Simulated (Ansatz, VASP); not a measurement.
**Si3Bi2TeSe2 in VASP and in Ansatz**

```
Si Bi Te Se
1.0
     4.03347    0.00000    0.00000
    -2.01673    3.49309    0.00000
     0.00000    0.00000   14.97600
Si Bi Te Se
3 2 1 2
Direct
  0.00000 0.00000 0.29935
  0.66667 0.33333 0.51521
  0.33333 0.66667 0.75151
  0.33333 0.66667 0.03936
  0.66667 0.33333 0.16994
  0.00000 0.00000 0.60912
  0.33333 0.66667 0.37913
  0.66667 0.33333 0.82639
```

Alike in both runs: task single point; functional PBE; k mesh 6 × 6 × 1; occupations gaussian, width 0.1 eV; no spin polarisation.

|  | VASP | Ansatz |
| --- | --- | --- |
| version | VASP 6.6.1 | Ansatz 0.2.0 |
| potentials or method | VASP PAW PBE potentials, release 64 (Si, Bi_d, Te, Se), cutoff 500 eV | scalar-relativistic, plane waves, PAW |
| valence electrons in the cell | 60 | 90 |

Ansatz gave:

```
gap on the k mesh at the Fermi level (eV)                     : 0.17
least direct gap on the mesh (eV)                             : 0.67
pressure (GPa)                                                : 0.4
traceless stress, the component that is largest in VASP (GPa) : -0.15
rms of the force components (eV/Å)                            : 0.105
```

Problem. What did VASP give for the same quantities?

Solution. gap on the k mesh at the Fermi level (eV): 0.17; least direct gap on the mesh (eV): 0.67; pressure (GPa): 0.4; traceless stress, the component that is largest in VASP (GPa): -0.14; rms of the force components (eV/Å): 0.106.

Atom by atom the forces differ by 0.003 eV/Å (rms over components). VASP's potentials hold 60 valence electrons a cell and Ansatz's 90, so a difference there can come from the potentials and not from the codes.

Spin-orbit coupling is off throughout.
